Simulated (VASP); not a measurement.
# CdS (F-43m) in VASP: settings compared, part 2 of 2

VASP 6.6.1.

### Step 3. Single point, PBE0

Input file POSCAR:

```
CdS
1.0
    0.0000000000      2.9165000000      2.9165000000
    2.9165000000      0.0000000000      2.9165000000
    2.9165000000      2.9165000000      0.0000000000
Cd S
1 1
Direct
    0.0000000000      0.0000000000      0.0000000000
    0.2500000000      0.2500000000      0.2500000000
```

Input file INCAR.step1:

```
PREC     = Accurate       # precision mode
ENCUT    = 400            # plane-wave cutoff, eV
EDIFF    = 1E-5           # SCF threshold, eV
ISMEAR   = 1              # smearing method
SIGMA    = 0.1            # smearing width, eV
LREAL    = F              # projectors in reciprocal space
LASPH    = T              # aspherical terms in the spheres
NELM     = 120            # most SCF steps
ALGO     = Normal         # electronic algorithm
ISIF     = 2              # what is computed and relaxed
LWAVE    = T              # write WAVECAR
NBANDS   = 16             # bands
GGA      = PE             # functional
GGA_COMPAT= F
```

Input file INCAR.step2:

```
PREC     = Accurate       # precision mode
ENCUT    = 400            # plane-wave cutoff, eV
EDIFF    = 1E-6           # SCF threshold, eV
ISMEAR   = 1              # smearing method
SIGMA    = 0.1            # smearing width, eV
LREAL    = F              # projectors in reciprocal space
LASPH    = T              # aspherical terms in the spheres
NELM     = 120            # most SCF steps
ALGO     = Normal         # electronic algorithm
ISIF     = 2              # what is computed and relaxed
LWAVE    = F              # write WAVECAR
LCHARG   = T              # write CHGCAR
GGA      = PE             # functional
LHFCALC  = T              # exact exchange
AEXX     = 0.25           # exact-exchange fraction
PRECFOCK = Normal       
LELF     = T              # ELF
LVHAR    = T            
NBANDS   = 16             # bands
ISTART   = 1            
GGA_COMPAT= F
```

Input file KPOINTS:

```
regular mesh
0
Gamma
  4 4 4
```

Potentials or basis: VASP PAW PBE potentials, release 64 (Cd, S).

Command:

```bash
cat potpaw_PBE.64/Cd/POTCAR potpaw_PBE.64/S/POTCAR > POTCAR
cp INCAR.step1 INCAR
mpirun -np 1 vasp_std > vasp.out
cp INCAR.step2 INCAR
mpirun -np 1 vasp_std > vasp.out
```

Wall time 13 min (1 thread of AMD EPYC 7R43 (Zen 3), shared host); peak memory 0.12 GiB.

The run converged. Its results:

- Free energy: -8.1761 eV
- Pressure: 1.5 GPa
- Band gap on the k mesh: 2.85 eV

Levels at points of the mesh, in eV from the valence-band top:
```csv
k point,band 7,band 8,band 9,band 10,band 11,band 12
"(0.00, 0.00, 0.00)",-0.07,-0.07,0.00,2.85,8.41,8.41
"(0.50, 0.00, 0.00)",-4.79,-0.86,-0.86,4.80,8.86,8.86
"(0.50, 0.50, 0.00)",-4.31,-2.08,-2.08,5.12,6.17,11.26
```

Caveat: the k points lie up to 0.47 Å⁻¹ apart; the PAW data sets were made with another functional, which shifts forces and pressure a little.

### Step 4. Single point, B3LYP

POSCAR is that of step 3.

Input file INCAR.step1:

```
SYSTEM = CdS
ALGO     = Normal         ! electronic algorithm
EDIFF    = 1E-5           ! SCF threshold, eV
ENCUT    = 400            ! plane-wave cutoff, eV
GGA      = PE             ! functional
GGA_COMPAT= .False.      
ISIF     = 2              ! what is computed and relaxed
ISMEAR   = 1              ! smearing method
LASPH    = .True.         ! aspherical terms in the spheres
LCHARG   = .False.        ! write CHGCAR
LREAL    = .False.        ! projectors in reciprocal space
LWAVE    = .True.         ! write WAVECAR
NBANDS   = 16             ! bands
NELM     = 120            ! most SCF steps
PREC     = Accurate       ! precision mode
SIGMA    = 0.1            ! smearing width, eV
```

Input file INCAR.step2:

```
SYSTEM = CdS
AEXX     = 0.2            ! exact-exchange fraction
AGGAC    = 0.81         
AGGAX    = 0.72         
ALDAC    = 0.19         
ALGO     = Normal         ! electronic algorithm
EDIFF    = 1E-6           ! SCF threshold, eV
ENCUT    = 400            ! plane-wave cutoff, eV
GGA      = B3             ! functional
GGA_COMPAT= .False.      
ISIF     = 2              ! what is computed and relaxed
ISMEAR   = 1              ! smearing method
ISTART   = 1            
LASPH    = .True.         ! aspherical terms in the spheres
LCHARG   = .False.        ! write CHGCAR
LHFCALC  = .True.         ! exact exchange
LREAL    = .False.        ! projectors in reciprocal space
LWAVE    = .False.        ! write WAVECAR
NBANDS   = 16             ! bands
NELM     = 120            ! most SCF steps
PREC     = Accurate       ! precision mode
PRECFOCK = Normal       
SIGMA    = 0.1            ! smearing width, eV
```

Input file KPOINTS:

```
k-points
0
Gamma
  4 4 4
  0 0 0
```

Command:

```bash
cat potpaw_PBE.64/Cd/POTCAR potpaw_PBE.64/S/POTCAR > POTCAR
cp INCAR.step1 INCAR
mpirun -np 1 vasp_std > vasp.out
cp INCAR.step2 INCAR
mpirun -np 1 vasp_std > vasp.out
```

Run time: 5.3 min. Hardware: 1 thread of AMD EPYC 7R43 (Zen 3), shared host; peak memory 0.12 GiB.

It converged, with:

| Item | Value |
| --- | --- |
| Free energy | -6.9085 eV |
| Pressure | 4.4 GPa |
| Band gap on the k mesh | 2.50 eV |

Levels at points of the mesh, in eV from the valence-band top:
| k point | band 7 | band 8 | band 9 | band 10 | band 11 | band 12 |
| --- | --- | --- | --- | --- | --- | --- |
| (0.00, 0.00, 0.00) | 0.00 | 0.00 | 0.00 | 2.50 | 8.08 | 8.08 |
| (0.50, 0.00, 0.00) | -4.65 | -0.80 | -0.80 | 4.45 | 8.56 | 8.56 |
| (0.50, 0.50, 0.00) | -4.20 | -1.99 | -1.99 | 4.93 | 5.84 | 10.92 |

Caveat: the k points lie up to 0.47 Å⁻¹ apart; the PAW data sets were made with another functional, which shifts forces and pressure a little.

### Step 5. Summary

| level | cutoff (eV) | grid for exact exchange (PRECFOCK) | share of exact exchange | gap on the mesh (eV) | pressure (GPa) |
| --- | --- | --- | --- | --- | --- |
| PBE | 500 | - | - | 1.14 | 3.4 |
| PBE0 | 400 | Normal | 0.25 | 2.85 | 1.5 |
| B3LYP | 400 | Normal | 0.2 | 2.50 | 4.4 |

Alike in all rows: task single point; potentials or basis VASP PAW PBE potentials, release 64 (Cd, S); no spin polarisation; cell as given; k mesh 4 × 4 × 4; smearing methfessel-paxton 0.1 eV.

Caveats: all runs use coarse meshes; the PAW data sets were made with another functional, which shifts forces and pressure a little (at least some runs).

Total energies depend on the potentials used, so only differences within one code and one set of settings carry meaning.
